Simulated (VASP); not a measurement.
A run of VASP 6.6.1 is set up as follows.

The input INCAR:

```
SYSTEM = Ti
PREC = Accurate ; ENCUT = 520
EDIFF = 1E-6 ; ISMEAR = -1
SIGMA = 0.1 ; LREAL = .FALSE.
LASPH = .TRUE. ; NELM = 100
ALGO = Normal ; ISIF = 2
LWAVE = .FALSE. ; LCHARG = .FALSE.
GGA = PS ; NBANDS = 12
```

File KPOINTS:

```
regular mesh
0
G
  9 9 9
  0 0 0
```

File POSCAR:

```
Ti
1.0
    0.0000000000      2.0300000000      2.0300000000
    2.0300000000      0.0000000000      2.0300000000
    2.0300000000      2.0300000000      0.0000000000
Ti
1
Direct
    0.0000000000      0.0000000000      0.0000000000
```

Potentials or basis: VASP PAW PBE potentials, release 64 (Ti_sv).

Launch:

```bash
$ cat potpaw_PBE.64/Ti_sv/POTCAR > POTCAR
$ mpirun -np 1 vasp_std > vasp.out
```

Task: What does it give for the pressure?

Result: -0.2 GPa.

Task: Estimate the band gap on the k mesh.

Result: Zero (band 6 reaches 9.39 eV, above the bottom of band 7 at 8.06 eV).

Caveat: the PAW data sets were made with another functional, which shifts forces and pressure a little.
